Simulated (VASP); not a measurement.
Write the native input for VASP 6.6.1 that does the following.

* Task: single point
* Functional: PBE
* Potentials or basis: VASP PAW PBE potentials, release 64 (Sb)
* Cutoff: 520 eV
* k mesh: 8 × 8 × 8
* Occupations: gaussian, width 0.017 eV
* Spin: no spin polarisation
* Dipole correction: no
* Further INCAR settings: ALGO = Normal; EDIFF = 1e-06; NBANDS = 12

The structure of Sb lies in POSCAR:

```
Sb
1.0
    2.1542000000      1.2437279499      3.7580000000
   -2.1542000000      1.2437279499      3.7580000000
    0.0000000000     -2.4874558998      3.7580000000
Sb
2
Direct
    0.7665100000      0.7665100000      0.7665100000
    0.2334900000      0.2334900000      0.2334900000
```

These files were run (other wordings do the same):

INCAR

```
SYSTEM = Sb
ALGO     = Normal         ! electronic algorithm
EDIFF    = 1E-6           ! SCF threshold, eV
ENCUT    = 520            ! plane-wave cutoff, eV
GGA      = PE             ! functional
ISIF     = 2              ! what is computed and relaxed
ISMEAR   = 0              ! smearing method
LASPH    = .TRUE.         ! aspherical terms in the spheres
LCHARG   = .TRUE.         ! write CHGCAR
LELF     = .TRUE.         ! ELF
LREAL    = .FALSE.        ! projectors in reciprocal space
LVHAR    = .TRUE.       
LWAVE    = .FALSE.        ! write WAVECAR
NBANDS   = 12             ! bands
NELM     = 60             ! most SCF steps
PREC     = Accurate       ! precision mode
SIGMA    = 0.017          ! smearing width, eV
```

KPOINTS

```
k-points
0
G
  8 8 8
  0 0 0
```

Potentials or basis: VASP PAW PBE potentials, release 64 (Sb).

Command:

```sh
$ cat potpaw_PBE.64/Sb/POTCAR > POTCAR
$ mpirun -np 1 vasp_std > vasp.out
```

Results of the run:

| Property | Result |
| --- | --- |
| Pressure | 2.8 GPa |
| Largest force | 0.185 eV/Å |
| Band gap on the k mesh | zero (band 5 reaches 7.38 eV, above the bottom of band 6 at 7.08 eV) |

Caveat: spin-orbit coupling is left out, which moves the levels of the heavy elements.

Wall time 18 s on 1 thread of Intel(R) Xeon(R) 6975P-C (Granite Rapids) (shared host), peak memory 0.21 GiB.
